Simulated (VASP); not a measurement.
The system is BeS.

```
Be S
1.0
     0.00000    2.36128    2.48936
     2.36128    0.00000    2.48936
     2.36128    2.36128    0.00000
Be S
1 1
Direct
  0.00000 0.00000 0.00000
  0.25000 0.25000 0.25000
```

This cell differs from its parent crystal: epitaxial xy strain -3.0%.

Base run:

```yaml
Program: VASP 6.6.1
Functional: HSE06
Potentials_or_basis: VASP PAW PBE potentials, release 64 (Be, S)
Cutoff: 520 eV
k_mesh: 6 × 6 × 6
Occupations: gaussian, width 0.01 eV
Spin: no spin polarisation
```

Its results: band gap on the k mesh 3.74 eV, indirect (least direct gap 6.74 eV); pressure 2.9 GPa.

Question: The run is repeated on the same cell with these changes: functional from HSE06 to PBE. What comes out?

Answer: Band gap on the k mesh 2.81 eV, indirect (least direct gap 5.55 eV); pressure 4.4 GPa.

HSE06 gives the wider gap, since exact exchange removes part of the self-interaction.

Caveats: the PAW data sets were made with another functional, which shifts forces and pressure a little (some runs).

A k mesh can miss the band edges.
